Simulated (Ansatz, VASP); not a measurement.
# Cr: VASP beside Ansatz

```xyz
3
Lattice="4.3976 0.0000 0.0000 -2.1988 3.8084 0.0000 0.0000 0.0000 2.3745" Properties=species:S:1:pos:R:3 pbc="T T T"
Cr    2.1988    3.8084    0.0000
Cr    0.0000    2.5390    1.1872
Cr    2.1988    1.2695    1.1872
```

Alike in both runs: task single point; functional PBE; k mesh 10 × 10 × 15; occupations fermi-dirac, width 0.05 eV; collinear spin.

|  | VASP | Ansatz |
| --- | --- | --- |
| version | VASP 6.6.1 | Ansatz 0.2.0 |
| potentials or method | VASP PAW PBE potentials, release 64 (Cr_pv), cutoff 520 eV | plane waves (420 eV) with PAW, scalar-relativistic |
| valence electrons in the cell | 36 | 42 |

|  | VASP | Ansatz | Ansatz less VASP |
| --- | --- | --- | --- |
| pressure (GPa) | -21.0 | -20.8 | +0.24 |
| traceless stress, the component that is largest in VASP (GPa) | -0.80 | -0.71 | +0.089 |
| net moment per atom (μB) | 0.12 | 0.13 | +0.003 |
| size of the moment on the site where the two differ most (μB) | 0.15 | 0.11 | -0.037 |

Site moments also hang on the region over which each program counts them. With one functional, cell and mesh, what is left measures potentials, basis and numerics. VASP's potentials hold 36 valence electrons a cell and Ansatz's 42, so a difference there can come from the potentials and not from the codes. Ansatz's warnings: seeded moment not kept.
